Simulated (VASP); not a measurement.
# ZnS in VASP: single point with PBE

Aim: the single point of ZnS with PBE.

Everything below comes from runs of VASP 6.6.1. Logs are shortened: lines on timing, memory, paths and dates and some standing lists are left out, and cuts for length are marked.

### Step 1. The cell of the first run

The cell holds a sheet with vacuum, 8 atoms: a = 6.794 Å, b = 3.923 Å, c = 29.372 Å, α = 90.00°, β = 90.00°, γ = 90.00°.

### Step 2. Single point, PBE

INCAR reads:

```
SYSTEM = ZnS
ALGO = Normal
DIPOL = 0.5 0.5 0.289
EDIFF = 1E-6
ENCUT = 520
GGA = PE
IDIPOL = 3
ISIF = 2
ISMEAR = 0
LASPH = .True.
LCHARG = .False.
LDIPOL = .True.
LREAL = .False.
LWAVE = .False.
NBANDS = 46
NELM = 80
PREC = Accurate
SIGMA = 0.02
```

KPOINTS reads:

```
k-points
0
Gamma
  4 6 1
  0 0 0
```

POSCAR reads:

```
ZnS
1.0
    6.7941964028     -0.0061639244      0.0000000000
    0.0035578151      3.9232500226      0.0000000000
    0.0000000000      0.0000000000     29.3724558400
Zn S
4 4
Direct
    0.2915762599      0.7499928519      0.2542983857
    0.7915503418      0.2499803009      0.2542891978
    0.4584493698      0.2500214985      0.3244840655
    0.9584240653      0.7500053321      0.3244751667
    0.9581931197      0.7499780329      0.2362938089
    0.4581827168      0.2499865655      0.2362883575
    0.2918082188      0.7500226078      0.3424798005
    0.7918159080      0.2500128106      0.3424853438
```

Potentials or basis: VASP PAW PBE potentials, release 64 (Zn, S).

Run with:

```bash
cat potpaw_PBE.64/Zn/POTCAR potpaw_PBE.64/S/POTCAR > POTCAR
mpirun -np 1 vasp_std > vasp.out
```

OUTCAR:

```text
SYSTEM = ZnS
   EDIFF = 1E-6
   ENCUT = 520
   GGA = PE
   ISIF = 2
   ISMEAR = 0
   LASPH = .True.
   LREAL = .False.
   NELM = 80
   PREC = Accurate

 ion  position               nearest neighbor table
   1  0.292  0.750  0.254-   6 2.33   6 2.33   5 2.33   7 2.59
   2  0.792  0.250  0.254-   5 2.33   5 2.33   6 2.33   8 2.59
   3  0.458  0.250  0.324-   7 2.33   7 2.33   8 2.33   6 2.59
   4  0.958  0.750  0.324-   8 2.33   8 2.33   7 2.33   5 2.59
   5  0.958  0.750  0.236-   2 2.33   2 2.33   1 2.33   4 2.59
   6  0.458  0.250  0.236-   1 2.33   1 2.33   2 2.33   3 2.59
   7  0.292  0.750  0.342-   3 2.33   3 2.33   4 2.33   1 2.59
   8  0.792  0.250  0.342-   4 2.33   4 2.33   3 2.33   2 2.59

  LATTYP: Found a simple orthorhombic cell.
 ALAT       =     3.9232516358
 B/A-ratio  =     1.7317775737
 C/A-ratio  =     7.4867631665

  Lattice vectors:

 A1 = (  -0.0035578151,  -3.9232500226,   0.0000000000)
 A2 = (   6.7941964028,  -0.0061639244,   0.0000000000)
 A3 = (   0.0000000000,   0.0000000000,  29.3724558400)

Analysis of symmetry for initial positions (statically):
=====================================================================
 Subroutine PRICEL returns:
 Original cell was already a primitive cell.

 Routine SETGRP: Setting up the symmetry group for a
 simple orthorhombic supercell.

 Subroutine GETGRP returns: Found  2 space group operations
 (whereof  1 operations were pure point group operations)
 out of a pool of  8 trial point group operations.

The static configuration has the point symmetry C_1 .
 The point group associated with its full space group is S_2 .

Analysis of symmetry for dynamics (positions and initial velocities):
=====================================================================
 Subroutine PRICEL returns:
 Original cell was already a primitive cell.

 Routine SETGRP: Setting up the symmetry group for a
 simple orthorhombic supercell.

 Subroutine GETGRP returns: Found  2 space group operations
 (whereof  1 operations were pure point group operations)
 out of a pool of  8 trial point group operations.

The dynamic configuration has the point symmetry C_1 .
 The point group associated with its full space group is S_2 .

 Subroutine INISYM returns: Found  2 space group operations
 (whereof  1 operations are pure point group operations),
[... 106 lines left out ...]
   TEBEG  =    0.0;   TEEND  =   0.0 temperature during run
   PSTRESS=    0.0 pullay stress
   NELECT =      72.0000    total number of electrons
   NUPDOWN=      -1.0000    fix difference up-down
   EMIN   =  10.00;   EMAX   =-10.00  energy-range for DOS
   EFERMI =   0.00;   METHOD = LEGACY
   ISMEAR =     0;   SIGMA  =   0.02  broadening in eV -4-tet -1-fermi 0-gaus
   EFERMI_NEDOS =   21; number of points for ismear=-14 and -15
   IALGO  =     38    algorithm
   IMIX   =      4    mixing-type and parameters
     AMIX     =   0.40;   BMIX     =  1.00
     AMIX_MAG =   1.60;   BMIX_MAG =  1.00
  volume/ion in A,a.u.               =      97.87       660.44
  Fermi-wavevector in a.u.,A,eV,Ry     =   0.738943  1.396399  7.429275  0.546036
  Thomas-Fermi vector in A             =   1.832987
   LORBIT       =      0    0 simple, 1 ext, 2 COOP (PROOUT), +10 PAW based schemes
   GGA     = PE    functional components
   LHFCALC =     F    Hartree Fock is set to
   AEXX    =    0.0000 exact exchange contribution
   IVDW    =     0    specifies the selected vdW correction
   LEPSILON=     F    determine dielectric tensor
   LRPA    =     F    only Hartree local field effects (RPA)
 non-spin polarized calculation
 Gauss-broadening in eV      SIGMA  =   0.02
  energy-cutoff  :      520.00
  volume of cell :      782.93
 maximum number of plane-waves:     21147
 NGX is ok and might be reduce to    54
   NGX = 25   NGY = 15   NGZ =109

 dipolmoment           0.000000      0.000000      0.000000 electrons x Angstroem

 number of electron      71.9999970 magnetization

 dipolmoment           0.000000      0.000000     -0.000006 electrons x Angstroem

 Free energy of the ion-electron system (eV)
  ---------------------------------------------------
  ext. energy  EPLUGINS =         0.00000000
  ---------------------------------------------------
  free energy    TOTEN  =       -26.30133268 eV

  energy without entropy =      -26.30133268  energy(sigma->0) =      -26.30133268

 E-fermi :  -4.5312     XC(G=0):  -2.3159

 val. band max:       -4.6605362669   @ k =   0.0000   0.0000   0.0000
 cond. band min:      -2.0918464899   @ k =   0.0000   0.0000   0.0000
 fundamental gap:      2.5686897770
 Fermi energy:        -4.5311725583

 k-point     1 :       0.0000    0.0000    0.0000
  band No.  band energies     occupation
      1     -17.2686      2.00000
      2     -16.5977      2.00000
      3     -16.4534      2.00000
      4     -16.2182      2.00000
      5     -10.9184      2.00000
      6     -10.9183      2.00000
[... 675 lines left out ...]
     45       3.5965      0.00000
     46       3.5967      0.00000

------------------------ aborting loop because EDIFF is reached ----------------------------------------

 vacuum level on the upper side and lower side of the slab       (xc-potential included)        -0.005        -0.005

  FORCE on cell =-STRESS in cart. coord.  units (eV):
  Direction    XX          YY          ZZ          XY          YZ          ZX
  --------------------------------------------------------------------------------------
  -------------------------------------------------------------------------------------
  Total        0.1576139      0.1846315      0.0579819      0.0005895     -0.0008773     -0.0089284
  in kB        0.3225376      0.3778258      0.1186529      0.0012063     -0.0017953     -0.0182710
  external PRESSURE =       0.2730054 kB  Pullay stress =       0.0000000 kB

 VOLUME and BASIS-vectors are now :
 -----------------------------------------------------------------------------
  energy-cutoff  :      520.00
  volume of cell :      782.93
      direct lattice vectors                 reciprocal lattice vectors
     6.794196403 -0.006163924  0.000000000     0.147184320 -0.000133475  0.000000000
     0.003557815  3.923250023  0.000000000     0.000231245  0.254890504  0.000000000
     0.000000000  0.000000000 29.372455840     0.000000000  0.000000000  0.034045502

 POSITION                                       TOTAL-FORCE (eV/Angst)
 -----------------------------------------------------------------------------------
      1.98369      2.94061      7.46937        -0.000983     -0.000116      0.013097
      5.37884      0.97586      7.46910        -0.000710     -0.000010      0.013274
      3.11568      0.97807      9.53089         0.000710      0.000010     -0.013274
      6.51439      2.93655      9.53063         0.000983      0.000116     -0.013097
      6.51282      2.93645      6.94053         0.001846      0.000158     -0.023531
      3.11387      0.97794      6.94037         0.002028      0.000207     -0.023361
      1.98527      2.94073     10.05947        -0.001846     -0.000158      0.023531
      5.38064      0.97598     10.05964        -0.002028     -0.000207      0.023361
 -----------------------------------------------------------------------------------
    total drift:                                0.002784     -0.008761     -0.002107

  FREE ENERGIE OF THE ION-ELECTRON SYSTEM (eV)
  ---------------------------------------------------
  free  energy   TOTEN  =       -26.3013326771 eV

  energy  without entropy=      -26.3013326771  energy(sigma->0) =      -26.30133268

 vacuum level on the upper side and lower side of the slab         1.632         1.632
```

stdout:

```text
POSCAR found type information on POSCAR ZnS
 POSCAR found :  2 types and       8 ions
 scaLAPACK will be used
 LDA part: xc-table for (Slater+PW92), standard interpolation
 POSCAR, INCAR and KPOINTS ok, starting setup
 FFT: planning ... GRIDC
 FFT: planning ... GRID_SOFT
 FFT: planning ... GRID
 WAVECAR not read
 entering main loop
```

Run time: 13 min. Hardware: 1 thread of Intel Xeon Platinum 8259CL at 2.50GHz (Skylake/Cascade Lake), shared host; peak memory 0.94 GiB.

What came out:

```yaml
Free_energy: -26.3013 eV
Largest_force: 0.024 eV/Å
Band_gap_on_the_k_mesh: 2.57 eV
```

Forces on the atoms (eV/Å):
```
Zn  -0.001  0.000  0.013
Zn  -0.001  0.000  0.013
Zn   0.001  0.000 -0.013
Zn   0.001  0.000 -0.013
S    0.002  0.000 -0.024
S    0.002  0.000 -0.023
S   -0.002  0.000  0.024
S   -0.002  0.000  0.023
```

Levels at points of the mesh, in eV from the valence-band top:
| k point | band 33 | band 34 | band 35 | band 36 | band 37 | band 38 | band 39 | band 40 |
| --- | --- | --- | --- | --- | --- | --- | --- | --- |
| (0.00, 0.00, 0.00) | -0.55 | -0.35 | 0.00 | 0.00 | 2.57 | 2.75 | 3.50 | 4.33 |
| (0.50, 0.00, 0.00) | -0.55 | -0.55 | -0.24 | -0.24 | 3.86 | 3.86 | 4.26 | 4.26 |
| (0.00, 0.50, 0.00) | -1.59 | -1.59 | -0.51 | -0.51 | 5.13 | 5.13 | 5.36 | 5.36 |
| (0.50, 0.50, 0.00) | -1.03 | -1.03 | -0.55 | -0.55 | 3.50 | 3.50 | 4.33 | 4.33 |
